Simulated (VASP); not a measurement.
# Al3CrB (Pm-3m) in VASP: notebook

Al3CrB is run at these levels: PBE; tasks: single point.

Everything below comes from runs of VASP 6.6.1. Logs are shortened: lines on timing, memory, paths and dates and some standing lists are left out, and cuts for length are marked.

## 1. The cell of the first run

It takes space group Pm-3m (No. 221, cubic). The conventional cell has a = 3.904 Å, b = 3.904 Å, c = 3.904 Å, α = 90.00°, β = 90.00°, γ = 90.00°. Within 2.6 Å of Al (site symmetry 4/mmm) lie 2 B at 1.95 Å. Cr (site symmetry m-3m) has 12 Al at 2.76 Å and 8 B at 3.38 Å within 3.6 Å. B (site symmetry m-3m) has 6 Al at 1.95 Å within 2.6 Å.

## 2. Single point, PBE, collinear spin, ferromagnetic start

File INCAR:

```
SYSTEM = Al3CrB
PREC = Accurate ; ENCUT = 500
EDIFF = 1E-6 ; ISMEAR = 0
SIGMA = 0.1 ; LREAL = .False.
LASPH = .True. ; NELM = 200
ALGO = Normal ; ISIF = 2
LWAVE = .False. ; LCHARG = .True.
ISPIN = 2 ; MAGMOM = 0 0 0 3 0
LORBIT = 11 ; LMAXMIX = 4
GGA = PE ; LELF = .True.
LVHAR = .True. ; NBANDS = 24
GGA_COMPAT = .False.
```

File KPOINTS:

```
Automatic mesh
0
Gamma
  4 4 4
  0 0 0
```

File POSCAR:

```
Al3CrB
1.0
    3.9035272000      0.0000000000      0.0000000000
    0.0000000000      3.9035272000      0.0000000000
    0.0000000000      0.0000000000      3.9035272000
Al Cr B
3 1 1
Direct
    0.0000000000      0.5000000000      0.0000000000
    0.0000000000      0.0000000000      0.5000000000
    0.5000000000      0.0000000000      0.0000000000
    0.5000000000      0.5000000000      0.5000000000
    0.0000000000      0.0000000000      0.0000000000
```

Potentials or basis: VASP PAW PBE potentials, release 64 (Al, Cr_pv, B).

Run with:

```bash
cat potpaw_PBE.64/Al/POTCAR potpaw_PBE.64/Cr_pv/POTCAR potpaw_PBE.64/B/POTCAR > POTCAR
mpirun -np 1 vasp_std > vasp.out
```

OUTCAR:

```text
SYSTEM = Al3CrB
   PREC = Accurate
   ENCUT = 500
   EDIFF = 1E-6
   ISMEAR = 0
   LREAL = .False.
   LASPH = .True.
   NELM = 200
   ISIF = 2
   ISPIN = 2
   LORBIT = 11
   GGA = PE

 ion  position               nearest neighbor table
   1  0.000  0.500  0.000-   5 1.95   5 1.95   4 2.76   2 2.76   2 2.76   4 2.76   2 2.76   3 2.76
                             3 2.76   2 2.76   3 2.76   4 2.76   4 2.76   3 2.76
   2  0.000  0.000  0.500-   5 1.95   5 1.95   4 2.76   1 2.76   1 2.76   3 2.76   3 2.76   1 2.76
                             4 2.76   1 2.76   3 2.76   4 2.76   3 2.76   4 2.76
   3  0.500  0.000  0.000-   5 1.95   5 1.95   4 2.76   1 2.76   2 2.76   4 2.76   1 2.76   4 2.76
                             4 2.76   1 2.76   2 2.76   2 2.76   2 2.76   1 2.76
   4  0.500  0.500  0.500-   1 2.76   2 2.76   3 2.76   1 2.76   3 2.76   2 2.76   3 2.76   3 2.76
                             1 2.76   2 2.76   1 2.76   2 2.76
   5  0.000  0.000  0.000-   1 1.95   2 1.95   3 1.95   2 1.95   1 1.95   3 1.95

  LATTYP: Found a simple cubic cell.
 ALAT       =     3.9035272000

  Lattice vectors:

 A1 = (   3.9035272000,   0.0000000000,   0.0000000000)
 A2 = (   0.0000000000,   3.9035272000,   0.0000000000)
 A3 = (   0.0000000000,   0.0000000000,   3.9035272000)

Analysis of symmetry for initial positions (statically):
=====================================================================
 Subroutine PRICEL returns:
 Original cell was already a primitive cell.

 Routine SETGRP: Setting up the symmetry group for a
 simple cubic supercell.

 Subroutine GETGRP returns: Found 48 space group operations
 (whereof 48 operations were pure point group operations)
 out of a pool of 48 trial point group operations.

The static configuration has the point symmetry O_h .

Analysis of symmetry for dynamics (positions and initial velocities):
=====================================================================
 Subroutine PRICEL returns:
 Original cell was already a primitive cell.

 Routine SETGRP: Setting up the symmetry group for a
 simple cubic supercell.

 Subroutine GETGRP returns: Found 48 space group operations
 (whereof 48 operations were pure point group operations)
 out of a pool of 48 trial point group operations.

The dynamic configuration has the point symmetry O_h .

Analysis of structural, dynamic, and magnetic symmetry:
=====================================================================
 Subroutine PRICEL returns:
 Original cell was already a primitive cell.

 Routine SETGRP: Setting up the symmetry group for a
 simple cubic supercell.

 Subroutine GETGRP returns: Found 48 space group operations
 (whereof 48 operations were pure point group operations)
 out of a pool of 48 trial point group operations.

The overall configuration has the point symmetry O_h .

 Subroutine INISYM returns: Found 48 space group operations
 (whereof 48 operations are pure point group operations),
 and found     1 'primitive' translations

----------------------------------------------------------------------------------------

                                     Primitive cell

  volume of cell :      59.4801

  direct lattice vectors                    reciprocal lattice vectors
     3.903527200  0.000000000  0.000000000     0.256178566  0.000000000  0.000000000
     0.000000000  3.903527200  0.000000000     0.000000000  0.256178566  0.000000000
     0.000000000  0.000000000  3.903527200     0.000000000  0.000000000  0.256178566

  length of vectors
     3.903527200  3.903527200  3.903527200     0.256178566  0.256178566  0.256178566

  position of ions in fractional coordinates (direct lattice)
     0.000000000  0.500000000  0.000000000
     0.000000000  0.000000000  0.500000000
     0.500000000  0.000000000  0.000000000
     0.500000000  0.500000000  0.500000000
     0.000000000  0.000000000  0.000000000

  ion indices of the primitive-cell ions
   primitive index   ion index
                 1           1
                 2           2
                 3           3
[... 30 lines left out ...]
            Coordinates               Weight
  0.000000  0.000000  0.000000      1.000000
  0.250000  0.000000  0.000000      6.000000
  0.500000  0.000000  0.000000      3.000000
  0.250000  0.250000  0.000000     12.000000
  0.500000  0.250000  0.000000     12.000000
  0.500000  0.500000  0.000000      3.000000
  0.250000  0.250000  0.250000      8.000000
  0.500000  0.250000  0.250000     12.000000
  0.500000  0.500000  0.250000      6.000000
  0.500000  0.500000  0.500000      1.000000
   k-points           NKPTS =     10   k-points in BZ     NKDIM =     10   number of bands    NBANDS=     24
   number of dos      NEDOS =    301   number of ions     NIONS =      5
   total plane-waves  NPLWV =  21952
   dimension x,y,z NGX =    28 NGY =   28 NGZ =   28
   dimension x,y,z NGXF=    56 NGYF=   56 NGZF=   56
   ions per type =               3   1   1
   NGX,Y,Z   is equivalent  to a cutoff of  11.92, 11.92, 11.92 a.u.
   NGXF,Y,Z  is equivalent  to a cutoff of  23.85, 23.85, 23.85 a.u.
 SYSTEM =  Al3CrB
   PREC   = accura    normal or accurate (medium, high low for compatibility)
   ISTART =      0    job   : 0-new  1-cont  2-samecut
   ICHARG =      2    charge: 1-file 2-atom 10-const
   ISPIN  =      2    spin polarized calculation?
   LNONCOLLINEAR =      F non collinear calculations
   LSORBIT =      F    spin-orbit coupling
   LASPH  =      T    aspherical Exc in radial PAW
   ENCUT  =  500.0 eV  36.75 Ry    6.06 a.u.   7.12  7.12  7.12*2*pi/ulx,y,z
   NELM   =    200;   NELMIN=  2; NELMDL= -5     # of ELM steps
   EDIFF  = 0.1E-05   stopping-criterion for ELM
   LREAL  =      F    real-space projection
   EDIFFG = 0.1E-04   stopping-criterion for IOM
   NSW    =      0    number of steps for IOM
   IBRION =     -1    ionic relax: 0-MD 1-quasi-New 2-CG
   NFREE  =      0    steps in history (QN), initial steepest desc. (CG)
   ISIF   =      2    stress and relaxation
   ISYM   =      2    0-nonsym 1-usesym 2-fastsym
   POTIM  = 0.5000    time-step for ionic-motion
   TEBEG  =    0.0;   TEEND  =   0.0 temperature during run
   PSTRESS=    0.0 pullay stress
   NELECT =      24.0000    total number of electrons
   NUPDOWN=      -1.0000    fix difference up-down
   EMIN   =  10.00;   EMAX   =-10.00  energy-range for DOS
   EFERMI =   0.00;   METHOD = LEGACY
   ISMEAR =     0;   SIGMA  =   0.10  broadening in eV -4-tet -1-fermi 0-gaus
   EFERMI_NEDOS =   21; number of points for ismear=-14 and -15
   IALGO  =     38    algorithm
   IMIX   =      4    mixing-type and parameters
     AMIX     =   0.40;   BMIX     =  1.00
     AMIX_MAG =   1.60;   BMIX_MAG =  1.00
  volume/ion in A,a.u.               =      11.90        80.28
  Fermi-wavevector in a.u.,A,eV,Ry     =   1.209729  2.286056 19.911363  1.463444
  Thomas-Fermi vector in A             =   2.345297
   LORBIT       =     11    0 simple, 1 ext, 2 COOP (PROOUT), +10 PAW based schemes
   GGA     = PE    functional components
   LHFCALC =     F    Hartree Fock is set to
   AEXX    =    0.0000 exact exchange contribution
   IVDW    =     0    specifies the selected vdW correction
   LEPSILON=     F    determine dielectric tensor
   LRPA    =     F    only Hartree local field effects (RPA)
 spin polarized calculation
 Gauss-broadening in eV      SIGMA  =   0.10
  energy-cutoff  :      500.00
  volume of cell :       59.48
 maximum number of plane-waves:      1528
   NGX = 15   NGY = 15   NGZ = 15

 number of electron      24.0000024 magnetization       3.2439802

 Free energy of the ion-electron system (eV)
  ---------------------------------------------------
  ext. energy  EPLUGINS =         0.00000000
  ---------------------------------------------------
  free energy    TOTEN  =       -23.98899240 eV

  energy without entropy =      -23.98005726  energy(sigma->0) =      -23.98452483

 E-fermi :   9.9355     XC(G=0): -11.4618

 val. band max:        9.8486213064   @ k =   0.5000   0.5000   0.2500
 cond. band min:      10.0199719435   @ k =   0.5000   0.0000   0.0000
 fundamental gap:      0.1713506370
 Fermi energy:         9.9354547447

 spin component 1

 k-point     1 :       0.0000    0.0000    0.0000
  band No.  band energies     occupation
      1     -33.6900      1.00000
      2     -33.6900      1.00000
      3     -33.6900      1.00000
      4      -3.2830      1.00000
      5       4.6331      1.00000
      6       4.6331      1.00000
[... 259 lines left out ...]
     23      21.7465      0.00000
     24      21.7465      0.00000
 Fermi energy:         9.9354547447

 spin component 2

 k-point     1 :       0.0000    0.0000    0.0000
  band No.  band energies     occupation
      1     -30.7881      1.00000
      2     -30.7881      1.00000
      3     -30.7881      1.00000
      4      -3.1591      1.00000
      5       4.7566      1.00000
      6       4.7566      1.00000
[... 259 lines left out ...]
     23      21.5016      0.00000
     24      21.5016      0.00000

------------------------ aborting loop because EDIFF is reached ----------------------------------------

  FORCE on cell =-STRESS in cart. coord.  units (eV):
  Direction    XX          YY          ZZ          XY          YZ          ZX
  --------------------------------------------------------------------------------------
  -------------------------------------------------------------------------------------
  Total       11.0118956     11.0118956     11.0118956     -0.0000000     -0.0000000     -0.0000000
  in kB      296.6204162    296.6204162    296.6204162     -0.0000000     -0.0000000     -0.0000000
  external PRESSURE =     296.6204162 kB  Pullay stress =       0.0000000 kB

 VOLUME and BASIS-vectors are now :
 -----------------------------------------------------------------------------
  energy-cutoff  :      500.00
  volume of cell :       59.48
      direct lattice vectors                 reciprocal lattice vectors
     3.903527200  0.000000000  0.000000000     0.256178566  0.000000000  0.000000000
     0.000000000  3.903527200  0.000000000     0.000000000  0.256178566  0.000000000
     0.000000000  0.000000000  3.903527200     0.000000000  0.000000000  0.256178566

 POSITION                                       TOTAL-FORCE (eV/Angst)
 -----------------------------------------------------------------------------------
      0.00000      1.95176      0.00000         0.000000      0.000000      0.000000
      0.00000      0.00000      1.95176         0.000000      0.000000      0.000000
      1.95176      0.00000      0.00000         0.000000      0.000000      0.000000
      1.95176      1.95176      1.95176         0.000000      0.000000      0.000000
      0.00000      0.00000      0.00000         0.000000      0.000000      0.000000
 -----------------------------------------------------------------------------------
    total drift:                                0.000000      0.000000      0.000000

  FREE ENERGIE OF THE ION-ELECTRON SYSTEM (eV)
  ---------------------------------------------------
  free  energy   TOTEN  =       -23.9889923988 eV

  energy  without entropy=      -23.9800572597  energy(sigma->0) =      -23.98452483

 total charge

# of ion       s       p       d       tot
------------------------------------------
    1        0.395   0.460   0.000   0.856
    2        0.395   0.460   0.000   0.856
    3        0.395   0.460   0.000   0.856
    4        0.348   6.183   4.297  10.828
    5        0.833   1.456   0.000   2.289
--------------------------------------------------
tot          2.367   9.020   4.297  15.684

 magnetization (x)

# of ion       s       p       d       tot
------------------------------------------
    1       -0.015  -0.011   0.000  -0.026
    2       -0.015  -0.011   0.000  -0.026
    3       -0.015  -0.011   0.000  -0.026
    4        0.059   0.023   2.906   2.989
    5        0.013   0.124   0.000   0.137
--------------------------------------------------
tot          0.027   0.116   2.906   3.049
```

It took 29 s on 1 thread of Intel Xeon Platinum 8259CL at 2.50GHz (Skylake/Cascade Lake), shared host; peak memory 0.18 GiB.

Results:

| Quantity | Value |
| --- | --- |
| Free energy | -23.9890 eV |
| Pressure | 29.7 GPa |
| Net moment | 3.24 μB per cell |
| Site moments | Al -0.03; Cr +2.99; B +0.14 μB |
| Valence electrons inside the program's atomic spheres | Al 0.86; Cr 10.83; B 2.29 |

Caveat: the k points lie up to 0.40 Å⁻¹ apart; a cell with one magnetic atom can't hold antiferromagnetic order, which such compounds often take.

## 3. Single point, PBE, collinear spin, ferromagnetic start

This run uses another cell than the first one, of 15.01 Å³/atom, 1.262 times its volume.

File INCAR:

```
  PREC = Accurate
  ENCUT = 500
  EDIFF = 1E-6
  ISMEAR = 0
  SIGMA = 0.1
  LREAL = F
  LASPH = T
  NELM = 200
  ALGO = Normal
  ISIF = 2
  LWAVE = F
  LCHARG = F
  ISPIN = 2
  MAGMOM = 0 0 0 3 0
  LORBIT = 11
  LMAXMIX = 4
  GGA = PE
  NBANDS = 24
  GGA_COMPAT = F
```

File KPOINTS:

```
regular mesh
0
Gamma
  4 4 4
```

POSCAR, as its differences from that of step 2:

```diff
@@ -2,5 +2,5 @@
 1.0
-    3.9035272000      0.0000000000      0.0000000000
-    0.0000000000      3.9035272000      0.0000000000
-    0.0000000000      0.0000000000      3.9035272000
+    4.2181064870      0.0000000000      0.0000000000
+    0.0000000000      4.2181064870      0.0000000000
+    0.0000000000      0.0000000000      4.2181064870
 Al Cr B
```

Potentials or basis: VASP PAW PBE potentials, release 64 (Al, Cr_pv, B).

Run with:

```bash
cat potpaw_PBE.64/Al/POTCAR potpaw_PBE.64/Cr_pv/POTCAR potpaw_PBE.64/B/POTCAR > POTCAR
mpirun -np 1 vasp_std > vasp.out
```

Wall time 40 s (1 thread of Intel Xeon Platinum 8259CL at 2.50GHz (Skylake/Cascade Lake), shared host); peak memory 0.21 GiB.

Results (log left out):

| Property | Result |
| --- | --- |
| Free energy | -25.1628 eV |
| Pressure | 0.0 GPa |
| Net moment | 4.20 μB per cell |
| Site moments | Al -0.02; Cr +3.58; B +0.17 μB |
| Valence electrons inside the program's atomic spheres | Al 0.76; Cr 10.57; B 1.98 |

Levels at points of the mesh, in eV from the Fermi level:
Spin up:
| k point | band 10 | band 11 | band 12 | band 13 | band 14 | band 15 | band 16 | band 17 | band 18 | band 19 |
| --- | --- | --- | --- | --- | --- | --- | --- | --- | --- | --- |
| (0.00, 0.00, 0.00) | -3.25 | -1.48 | -1.48 | -1.48 | 0.92 | 0.92 | 2.98 | 2.98 | 2.98 | 4.87 |
| (0.50, 0.00, 0.00) | -1.39 | -1.16 | -1.04 | -1.04 | -0.24 | -0.10 | 0.05 | 0.05 | 3.16 | 5.68 |
| (0.50, 0.50, 0.00) | -2.11 | -2.07 | -1.13 | -1.06 | 0.82 | 0.82 | 1.60 | 2.92 | 2.92 | 3.41 |
| (0.50, 0.50, 0.50) | -3.53 | -1.28 | -1.04 | -1.04 | -0.86 | -0.86 | -0.86 | 5.48 | 5.48 | 5.48 |
Spin down:
| k point | band 6 | band 7 | band 8 | band 9 | band 10 | band 11 | band 12 | band 13 | band 14 | band 15 |
| --- | --- | --- | --- | --- | --- | --- | --- | --- | --- | --- |
| (0.00, 0.00, 0.00) | -4.46 | -4.46 | -2.98 | -2.45 | -2.45 | 1.31 | 1.31 | 1.31 | 3.10 | 3.10 |
| (0.50, 0.00, 0.00) | -4.03 | -4.03 | -1.77 | -0.91 | -0.16 | 0.33 | 0.33 | 0.53 | 1.52 | 1.52 |
| (0.50, 0.50, 0.00) | -7.10 | -4.40 | -3.37 | -0.67 | -0.31 | -0.31 | 1.18 | 1.18 | 1.68 | 2.03 |
| (0.50, 0.50, 0.50) | -6.36 | -6.36 | -3.31 | -3.31 | -3.31 | 0.00 | 1.87 | 1.87 | 1.87 | 2.09 |

Caveat: the k points lie up to 0.37 Å⁻¹ apart; a cell with one magnetic atom can't hold antiferromagnetic order, which such compounds often take.
